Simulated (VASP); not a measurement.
# Ag (Im-3m) in VASP: notebook

The runs below take Ag through single point, relaxation of cell and atoms, with PBEsol.

Everything below comes from runs of VASP 6.6.1. Logs are shortened: lines on timing, memory, paths and dates and some standing lists are left out, and cuts for length are marked.

## Step 1: The cell of the first run

Symmetry: Im-3m, No. 229, cubic system. Conventional cell: a = 3.225 Å, b = 3.225 Å, c = 3.225 Å, α = 90.00°, β = 90.00°, γ = 90.00°. Ag (site symmetry m-3m) has 14 Ag at 2.79 to 3.23 Å within 3.7 Å.

## Step 2: Single point, PBEsol

INCAR

```
ALGO = Normal
EDIFF = 1E-7
ENCUT = 520
GGA = PS
ISIF = 2
ISMEAR = 0
LASPH = True
LCHARG = True
LELF = True
LREAL = False
LVHAR = True
LWAVE = False
NBANDS = 12
NELM = 100
PREC = Accurate
SIGMA = 0.1
```

KPOINTS

```
k-points
0
Gamma
  8 8 8
```

POSCAR

```
Ag
1.0
   -1.6126574450      1.6126574450      1.6126574450
    1.6126574450     -1.6126574450      1.6126574450
    1.6126574450      1.6126574450     -1.6126574450
Ag
1
Direct
    0.0000000000      0.0000000000      0.0000000000
```

Potentials or basis: VASP PAW PBE potentials, release 64 (Ag).

On the command line:

```bash
$ cat potpaw_PBE.64/Ag/POTCAR > POTCAR
$ mpirun -np 1 vasp_std > vasp.out
```

OUTCAR:

```text
EDIFF = 1E-7
   ENCUT = 520
   GGA = PS
   ISIF = 2
   ISMEAR = 0
   LASPH = True
   LREAL = False
   NELM = 100
   PREC = Accurate

 ion  position               nearest neighbor table
   1  0.000  0.000  0.000-

  LATTYP: Found a body centered cubic cell.
 ALAT       =     3.2253148900

  Lattice vectors:

 A1 = (  -1.6126574450,   1.6126574450,   1.6126574450)
 A2 = (   1.6126574450,  -1.6126574450,   1.6126574450)
 A3 = (   1.6126574450,   1.6126574450,  -1.6126574450)

Analysis of symmetry for initial positions (statically):
=====================================================================
 Subroutine PRICEL returns:
 Original cell was already a primitive cell.

 Routine SETGRP: Setting up the symmetry group for a
 body centered cubic supercell.

 Subroutine GETGRP returns: Found 48 space group operations
 (whereof 48 operations were pure point group operations)
 out of a pool of 48 trial point group operations.

The static configuration has the point symmetry O_h .

Analysis of symmetry for dynamics (positions and initial velocities):
=====================================================================
 Subroutine PRICEL returns:
 Original cell was already a primitive cell.

 Routine SETGRP: Setting up the symmetry group for a
 body centered cubic supercell.

 Subroutine GETGRP returns: Found 48 space group operations
 (whereof 48 operations were pure point group operations)
 out of a pool of 48 trial point group operations.

The dynamic configuration has the point symmetry O_h .

 Subroutine INISYM returns: Found 48 space group operations
 (whereof 48 operations are pure point group operations),
 and found     1 'primitive' translations

----------------------------------------------------------------------------------------

                                     Primitive cell

  volume of cell :      16.7759

  direct lattice vectors                    reciprocal lattice vectors
    -1.612657445  1.612657445  1.612657445     0.000000000  0.310047246  0.310047246
     1.612657445 -1.612657445  1.612657445     0.310047246  0.000000000  0.310047246
     1.612657445  1.612657445 -1.612657445     0.310047246  0.310047246  0.000000000

  length of vectors
     2.793204630  2.793204630  2.793204630     0.438473021  0.438473021  0.438473021

  position of ions in fractional coordinates (direct lattice)
     0.000000000  0.000000000  0.000000000

  ion indices of the primitive-cell ions
   primitive index   ion index
                 1           1

----------------------------------------------------------------------------------------

 KPOINTS: k-points

Automatic generation of k-mesh.
 Grid dimensions read from file:
 generate k-points for:    8    8    8

 Generating k-lattice:

  Cartesian coordinates                     Fractional coordinates (reciprocal lattice)
     0.000000000  0.038755906  0.038755906     0.125000000  0.000000000  0.000000000
     0.038755906  0.000000000  0.038755906     0.000000000  0.125000000  0.000000000
     0.038755906  0.038755906  0.000000000     0.000000000  0.000000000  0.125000000

  Length of vectors
     0.054809128  0.054809128  0.054809128

  Shift w.r.t. Gamma in fractional coordinates (k-lattice)
     0.000000000  0.000000000  0.000000000

 Subroutine IBZKPT returns following result:
 ===========================================

 Found     29 irreducible k-points:

 Following reciprocal coordinates:
            Coordinates               Weight
  0.000000  0.000000  0.000000      1.000000
  0.125000  0.000000  0.000000     12.000000
  0.250000  0.000000  0.000000     12.000000
  0.375000  0.000000  0.000000     12.000000
  0.500000  0.000000  0.000000      6.000000
  0.125000  0.125000  0.000000     24.000000
[... 16 lines left out ...]
 -0.250000  0.250000  0.250000      6.000000
 -0.375000  0.375000  0.250000     24.000000
 [... further k-points ...]
   k-points           NKPTS =     29   k-points in BZ     NKDIM =     29   number of bands    NBANDS=     12
   number of dos      NEDOS =    301   number of ions     NIONS =      1
   total plane-waves  NPLWV =  13824
   dimension x,y,z NGX =    24 NGY =   24 NGZ =   24
   dimension x,y,z NGXF=    48 NGYF=   48 NGZF=   48
   ions per type =               1
   NGX,Y,Z   is equivalent  to a cutoff of  14.28, 14.28, 14.28 a.u.
   NGXF,Y,Z  is equivalent  to a cutoff of  28.57, 28.57, 28.57 a.u.
 SYSTEM =  unknown system
   PREC   = accura    normal or accurate (medium, high low for compatibility)
   ISTART =      0    job   : 0-new  1-cont  2-samecut
   ICHARG =      2    charge: 1-file 2-atom 10-const
   ISPIN  =      1    spin polarized calculation?
   LNONCOLLINEAR =      F non collinear calculations
   LSORBIT =      F    spin-orbit coupling
   LASPH  =      T    aspherical Exc in radial PAW
   ENCUT  =  520.0 eV  38.22 Ry    6.18 a.u.   5.19  5.19  5.19*2*pi/ulx,y,z
   NELM   =    100;   NELMIN=  2; NELMDL= -5     # of ELM steps
   EDIFF  = 0.1E-06   stopping-criterion for ELM
   LREAL  =      F    real-space projection
   EDIFFG = 0.1E-05   stopping-criterion for IOM
   NSW    =      0    number of steps for IOM
   IBRION =     -1    ionic relax: 0-MD 1-quasi-New 2-CG
   NFREE  =      0    steps in history (QN), initial steepest desc. (CG)
   ISIF   =      2    stress and relaxation
   ISYM   =      2    0-nonsym 1-usesym 2-fastsym
   POTIM  = 0.5000    time-step for ionic-motion
   TEBEG  =    0.0;   TEEND  =   0.0 temperature during run
   PSTRESS=    0.0 pullay stress
   NELECT =      11.0000    total number of electrons
   NUPDOWN=      -1.0000    fix difference up-down
   EMIN   =  10.00;   EMAX   =-10.00  energy-range for DOS
   EFERMI =   0.00;   METHOD = LEGACY
   ISMEAR =     0;   SIGMA  =   0.10  broadening in eV -4-tet -1-fermi 0-gaus
   EFERMI_NEDOS =   21; number of points for ismear=-14 and -15
   IALGO  =     38    algorithm
   IMIX   =      4    mixing-type and parameters
     AMIX     =   0.40;   BMIX     =  1.00
     AMIX_MAG =   1.60;   BMIX_MAG =  1.00
  volume/ion in A,a.u.               =      16.78       113.21
  Fermi-wavevector in a.u.,A,eV,Ry     =   1.422253  2.687669 27.521924  2.022804
  Thomas-Fermi vector in A             =   2.542977
   LORBIT       =      0    0 simple, 1 ext, 2 COOP (PROOUT), +10 PAW based schemes
   GGA     = PS    functional components
   LHFCALC =     F    Hartree Fock is set to
   AEXX    =    0.0000 exact exchange contribution
   IVDW    =     0    specifies the selected vdW correction
   LEPSILON=     F    determine dielectric tensor
   LRPA    =     F    only Hartree local field effects (RPA)
 non-spin polarized calculation
 Gauss-broadening in eV      SIGMA  =   0.10
  energy-cutoff  :      520.00
  volume of cell :       16.78
 maximum number of plane-waves:       466
 NGX is ok and might be reduce to    24
   NGX = 11   NGY = 11   NGZ = 11

 number of electron      10.9999997 magnetization

 Free energy of the ion-electron system (eV)
  ---------------------------------------------------
  ext. energy  EPLUGINS =         0.00000000
  ---------------------------------------------------
  free energy    TOTEN  =        -3.22580997 eV

  energy without entropy =       -3.22026406  energy(sigma->0) =       -3.22303701

 E-fermi :   8.5888     XC(G=0): -12.5115

 val. band max:        8.5863171989   @ k =   0.3750   0.1250   0.0000
 cond. band min:       8.7430508046   @ k =   0.2500   0.2500   0.0000
 fundamental gap:      0.1567336057
 Fermi energy:         8.5887614262

 k-point     1 :       0.0000    0.0000    0.0000
  band No.  band energies     occupation
      1       0.5142      2.00000
      2       3.5019      2.00000
      3       3.5019      2.00000
      4       3.5019      2.00000
      5       4.8858      2.00000
      6       4.8858      2.00000
      7      26.4631      0.00000
      8      26.4631      0.00000
      9      26.4631      0.00000
     10      33.0086      0.00000
     11      33.0086      0.00000
     12      33.0435      0.00000

 k-point     2 :       0.1250    0.0000    0.0000
  band No.  band energies     occupation
      1       1.0204      2.00000
      2       3.3745      2.00000
      3       3.5244      2.00000
      4       3.8018      2.00000
      5       4.7632      2.00000
      6       4.8960      2.00000
      7      25.0566      0.00000
      8      26.1325      0.00000
      9      26.8380      0.00000
     10      30.1050      0.00000
     11      30.3223      0.00000
     12      30.5208      0.00000

 k-point     3 :       0.2500    0.0000    0.0000
  band No.  band energies     occupation
      1       2.0156      2.00000
      2       3.0794      2.00000
      3       3.9551      2.00000
      4       4.5921      2.00000
      5       4.6697      2.00000
      6       4.9328      2.00000
      7      20.6071      0.00000
      8      24.2502      0.00000
      9      26.9283      0.00000
     10      27.6786      0.00000
     11      29.3087      0.00000
     12      31.3094      0.00000
[... 286 lines left out ...]
 k-point    23 :      -0.2500    0.2500    0.2500
  band No.  band energies     occupation
      1       3.0024      2.00000
      2       3.3839      2.00000
      3       4.0044      2.00000
      4       4.0044      2.00000
      5       4.5400      2.00000
      6       6.5521      2.00000
      7      21.7283      0.00000
      8      21.7283      0.00000
      9      22.5339      0.00000
     10      22.9516      0.00000
     11      33.8244      0.00000
     12      33.8244      0.00000

 k-point    24 :      -0.3750    0.3750    0.2500
  band No.  band energies     occupation
      1       2.7584      2.00000
      2       3.0584      2.00000
      3       4.0094      2.00000
      4       4.4283      2.00000
      5       5.3412      2.00000
      6       8.8544      0.00017
      7      17.0848      0.00000
      8      19.5679      0.00000
      9      22.1082      0.00000
     10      24.5402      0.00000
     11      31.9021      0.00000
     12      33.8458      0.00000

 [... further k-points ...]

------------------------ aborting loop because EDIFF is reached ----------------------------------------

  FORCE on cell =-STRESS in cart. coord.  units (eV):
  Direction    XX          YY          ZZ          XY          YZ          ZX
  --------------------------------------------------------------------------------------
  -------------------------------------------------------------------------------------
  Total       -0.0245196     -0.0245196     -0.0245196      0.0000000      0.0000000      0.0000000
  in kB       -2.3417358     -2.3417358     -2.3417358      0.0000000      0.0000000      0.0000000
  external PRESSURE =      -2.3417358 kB  Pullay stress =       0.0000000 kB

 VOLUME and BASIS-vectors are now :
 -----------------------------------------------------------------------------
  energy-cutoff  :      520.00
  volume of cell :       16.78
      direct lattice vectors                 reciprocal lattice vectors
    -1.612657445  1.612657445  1.612657445     0.000000000  0.310047246  0.310047246
     1.612657445 -1.612657445  1.612657445     0.310047246  0.000000000  0.310047246
     1.612657445  1.612657445 -1.612657445     0.310047246  0.310047246  0.000000000

 POSITION                                       TOTAL-FORCE (eV/Angst)
 -----------------------------------------------------------------------------------
      0.00000      0.00000      0.00000        -0.000000      0.000000     -0.000000
 -----------------------------------------------------------------------------------
    total drift:                               -0.000000      0.000000     -0.000000

  FREE ENERGIE OF THE ION-ELECTRON SYSTEM (eV)
  ---------------------------------------------------
  free  energy   TOTEN  =        -3.2258099709 eV

  energy  without entropy=       -3.2202640574  energy(sigma->0) =       -3.22303701
```

It took 3.7 s on 1 thread of Intel Xeon 6975P-C (Granite Rapids), shared host; peak memory 0.13 GiB.

What came out:

| Property | Result |
| --- | --- |
| Free energy | -3.2258 eV |
| Pressure | -0.2 GPa |

Caveat: the PAW data sets were made with another functional, which shifts forces and pressure a little.

## Step 3: Relaxation of cell and atoms, PBEsol

This run uses another cell than the first one, of 18.15 Å³/atom, 1.082 times its volume.

INCAR

```
SYSTEM = Ag
ALGO     = Fast           ! electronic algorithm
EDIFF    = 1E-6           ! SCF threshold, eV
EDIFFG   = -0.04          ! ionic threshold
ENCUT    = 600            ! plane-wave cutoff, eV
GGA      = PS             ! functional
IBRION   = 2              ! ionic algorithm
ISIF     = 3              ! what is computed and relaxed
ISMEAR   = 0              ! smearing method
LASPH    = .True.         ! aspherical terms in the spheres
LCHARG   = .False.        ! write CHGCAR
LREAL    = .False.        ! projectors in reciprocal space
LWAVE    = .False.        ! write WAVECAR
NELM     = 60             ! most SCF steps
NSW      = 90             ! ionic steps
PREC     = Accurate       ! precision mode
SIGMA    = 0.1            ! smearing width, eV
```

KPOINTS

```
k-points
0
Gamma
  8 8 8
  0 0 0
```

POSCAR

```
Ag
1.0
   -1.6556540000      1.6556540000      1.6556540000
    1.6556540000     -1.6556540000      1.6556540000
    1.6556540000      1.6556540000     -1.6556540000
Ag
1
Direct
    0.0000000000      0.0000000000      0.0000000000
```

Potentials or basis: VASP PAW PBE potentials, release 64 (Ag).

On the command line:

```bash
$ cat potpaw_PBE.64/Ag/POTCAR > POTCAR
$ mpirun -np 1 vasp_std > vasp.out
```

OUTCAR:

```text
SYSTEM = Ag
   EDIFF = 1E-6
   EDIFFG = -0.04
   ENCUT = 600
   GGA = PS
   IBRION = 2
   ISIF = 3
   ISMEAR = 0
   LASPH = .True.
   LREAL = .False.
   NELM = 60
   NSW = 90
   PREC = Accurate

 ion  position               nearest neighbor table
   1  0.000  0.000  0.000-

  LATTYP: Found a body centered cubic cell.
 ALAT       =     3.3113080000

  Lattice vectors:

 A1 = (  -1.6556540000,   1.6556540000,   1.6556540000)
 A2 = (   1.6556540000,  -1.6556540000,   1.6556540000)
 A3 = (   1.6556540000,   1.6556540000,  -1.6556540000)

Analysis of symmetry for initial positions (statically):
=====================================================================
 Subroutine PRICEL returns:
 Original cell was already a primitive cell.

 Routine SETGRP: Setting up the symmetry group for a
 body centered cubic supercell.

 Subroutine GETGRP returns: Found 48 space group operations
 (whereof 48 operations were pure point group operations)
 out of a pool of 48 trial point group operations.

The static configuration has the point symmetry O_h .

Analysis of symmetry for dynamics (positions and initial velocities):
=====================================================================
[... 168 lines left out ...]
  external PRESSURE =     -73.1075633 kB  Pullay stress =       0.0000000 kB
[... 57 lines left out ...]
--------------------------------------- Ionic step        3  -------------------------------------------

 number of electron      10.9999997 magnetization

 Free energy of the ion-electron system (eV)
  ---------------------------------------------------
  ext. energy  EPLUGINS =         0.00000000
  ---------------------------------------------------
  free energy    TOTEN  =        -3.22666481 eV

  energy without entropy =       -3.22113468  energy(sigma->0) =       -3.22389974

 E-fermi :   8.6156     XC(G=0): -12.5230

 val. band max:        8.6130393689   @ k =   0.3750   0.1250  -0.0000
 cond. band min:       8.7721304231   @ k =   0.2500   0.2500   0.0000
 fundamental gap:      0.1590910542
 Fermi energy:         8.6155899188

 k-point     1 :       0.0000    0.0000    0.0000
  band No.  band energies     occupation
      1       0.5270      2.00000
      2       3.5211      2.00000
      3       3.5211      2.00000
      4       3.5211      2.00000
      5       4.9094      2.00000
      6       4.9094      2.00000
      7      26.4966      0.00000
      8      26.4966      0.00000
      9      26.4966      0.00000
[... 265 lines left out ...]
 k-point    24 :      -0.3750    0.3750    0.2500
  band No.  band energies     occupation
      1       2.7746      2.00000
      2       3.0754      2.00000
      3       4.0300      2.00000
      4       4.4503      2.00000
      5       5.3665      2.00000
      6       8.8828      0.00016
      7      17.1247      0.00000
      8      19.6097      0.00000
      9      22.1509      0.00000

 [... further k-points ...]

------------------------ aborting loop because EDIFF is reached ----------------------------------------

  FORCE on cell =-STRESS in cart. coord.  units (eV):
  Direction    XX          YY          ZZ          XY          YZ          ZX
  --------------------------------------------------------------------------------------
  -------------------------------------------------------------------------------------
  Total        0.0027946      0.0027946      0.0027946     -0.0000000      0.0000000     -0.0000000
  in kB        0.2674096      0.2674096      0.2674096     -0.0000000      0.0000000     -0.0000000
  external PRESSURE =       0.2674096 kB  Pullay stress =       0.0000000 kB
[... 16 lines left out ...]
  FREE ENERGIE OF THE ION-ELECTRON SYSTEM (eV)
  ---------------------------------------------------
  free  energy   TOTEN  =        -3.2266648065 eV

  energy  without entropy=       -3.2211346768  energy(sigma->0) =       -3.22389974

 reached required accuracy - stopping structural energy minimisation
```

Run time: 9.1 s. Hardware: 1 thread of Intel Xeon 6975P-C (Granite Rapids), shared host; peak memory 0.15 GiB.

Results:

| Quantity | Value |
| --- | --- |
| Free energy | -3.2267 eV |
| Relaxed volume | 16.74 Å³/atom |
| Relaxed cell | a = 2.791 Å, b = 2.791 Å, c = 2.791 Å, α = 109.47°, β = 109.47°, γ = 109.47° |
| Space group after relaxing (to 0.05 Å) | Im-3m (No. 229) |
| Energy gained by relaxing | 35.9 meV/atom |
| Ionic steps | 3 |
| Pressure after relaxing | 0.0 GPa |

The path:
```tsv
step	energy change (eV)	largest force (eV/Å)	pressure (GPa)	volume (Å³)
1	0.0000	0.0000	-7.31	18.15
2	-0.0247	0.0000	5.53	16.06
3	-0.0359	0.0000	0.03	16.74
```

Final structure:
```xyz
1
Lattice="-1.6116 1.6116 1.6116 1.6116 -1.6116 1.6116 1.6116 1.6116 -1.6116" Properties=species:S:1:pos:R:3 pbc="T T T"
Ag    0.0000    0.0000    0.0000
```

Caveat: the PAW data sets were made with another functional, which shifts forces and pressure a little.
